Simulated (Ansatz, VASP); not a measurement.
# One calculation of Nb4H, two programs

Contents of INCAR:

```
PREC = Accurate ; ENCUT = 520
EDIFF = 1E-7 ; ISMEAR = 0
SIGMA = 0.1 ; LREAL = F
LASPH = T ; NELM = 100
ALGO = Normal ; ISIF = 2
LWAVE = F ; LCHARG = T
LDIPOL = T ; IDIPOL = 3
DIPOL = 0.5 0.5 0.334 ; GGA = CA
LELF = T ; LVHAR = T
LVACPOTAV = T ; NBANDS = 34
```

KPOINTS

```
Automatic mesh
0
Gamma
  9 7 1
```

POSCAR

```
Nb4H
1.0
    2.9270177669      0.0000000000      0.0000000000
    0.0000000000      4.1394282232      0.0000000000
    0.0000000000      0.0000000000     21.2576690685
Nb H
4 1
Direct
    0.5000000000      0.5000000000      0.1881673850
    0.0000000000      0.0000000000      0.2570135449
    0.5000000000      0.5000000000      0.3306382692
    0.0000000000      0.0000000000      0.3884559987
    0.0000000000      0.5000000000      0.5065310328
```

Input for Ansatz:

```yaml
crystal:
  lattice:
    - [2.9270177669, 0.0, 0.0]
    - [0.0, 4.1394282232, 0.0]
    - [0.0, 0.0, 21.2576690685]
  atoms:
    - { symbol: Nb, position: [0.5, 0.5, 0.188167385] }
    - { symbol: Nb, position: [0.0, 0.0, 0.2570135449] }
    - { symbol: Nb, position: [0.5, 0.5, 0.3306382692] }
    - { symbol: Nb, position: [0.0, 0.0, 0.3884559987] }
    - { symbol: H, position: [0.0, 0.5, 0.5065310328] }
basis:
  ecutwfc: 420
kpoints:
  mp_grid: { grid: [9, 7, 1] }
hamiltonian:
  xc: lda
scf:
  occupations: { method: gaussian, width: 0.1 }
output:
  forces: true
  eigenvalues: true
efield:
  axis: 3
  dipole_correction: true
  ramp_width: 0.04
```

Alike in both runs: task single point; functional LDA; k mesh 9 × 7 × 1; occupations gaussian, width 0.1 eV; no spin polarisation.

|  | VASP | Ansatz |
| --- | --- | --- |
| version | VASP 6.6.1 | Ansatz 0.2.0 |
| potentials or method | VASP PAW LDA potentials, release 64 (Nb_sv, H), cutoff 520 eV | scalar-relativistic, plane waves, PAW |
| valence electrons in the cell | 53 | 53 |

|  | VASP | Ansatz | Ansatz less VASP |
| --- | --- | --- | --- |
| gap on the k mesh at the Fermi level (eV) | none | none | - |
| rms of the force components (eV/Å) | 0.597 | 0.597 | -0.0007 |
| work function, face that differs most (eV) | 6.17 | 6.16 | -0.007 |

LDA's correlation is that of Perdew and Zunger in VASP and of Perdew and Wang (1992) in Ansatz. Atom by atom the forces differ by 0.001 eV/Å (rms over components). A gap of «none» marks a metal or a gap that the smearing closes.
